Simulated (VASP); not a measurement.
Crystal: Ba.

```
Ba
1.0
     3.63253   -2.45434    0.00000
     3.63253    2.45434    0.00000
     0.00000    0.00000    7.27813
Ba
2
Direct
  0.74413 0.25587 0.25000
  0.25587 0.74413 0.75000
```

```yaml
Program: VASP 6.6.1
Task: relaxation of cell and atoms
Functional: PBE
Potentials_or_basis: VASP PAW PBE potentials, release 64 (Ba_sv)
Cutoff: 600 eV
k_mesh: 10 × 10 × 6
Occupations: gaussian, width 0.1 eV
Spin: no spin polarisation
```

At the start: pressure -0.2 GPa; volume 64.89 Å³/atom.

Where does the relaxation end?

Over 12 steps the energy falls by 2.7 meV/atom and the volume is 63.63 Å³/atom (-1.9 %); space group Cmcm (No. 63, to 0.1 Å) before, Im-3m (No. 229, to 0.1 Å).

The path:
```
step  energy change (eV)  largest force (eV/Å)  pressure (GPa)  volume (Å³)
   1              0.0000                0.0377           -0.16       129.78
   2             -0.0017                0.0357           -0.08       128.54
   3             -0.0029                0.0323            0.06       126.50
   4             -0.0029                0.0318            0.07       126.27
   5             -0.0037                0.0281            0.06       126.45
   6             -0.0052                0.0167            0.02       126.99
   7             -0.0041                0.0075           -0.05       127.95
   8             -0.0054                0.0092            0.00       127.29
   9             -0.0054                0.0097            0.00       127.26
  10             -0.0054                0.0078            0.00       127.25
  11             -0.0054                0.0021            0.00       127.23
  12             -0.0055                0.0000            0.00       127.26
```

Final structure:
```cif
data_structure
_symmetry_space_group_name_H-M 'P 1'
_symmetry_Int_Tables_number 1
_cell_length_a 4.3545
_cell_length_b 4.3545
_cell_length_c 7.1121
_cell_angle_alpha 90.000
_cell_angle_beta 90.000
_cell_angle_gamma 70.680
_cell_volume 127.26
loop_
_atom_site_label
_atom_site_type_symbol
_atom_site_fract_x
_atom_site_fract_y
_atom_site_fract_z
_atom_site_occupancy
Ba1 Ba 0.74998 0.25002 0.25000 1
Ba2 Ba 0.25002 0.74998 0.75000 1
```
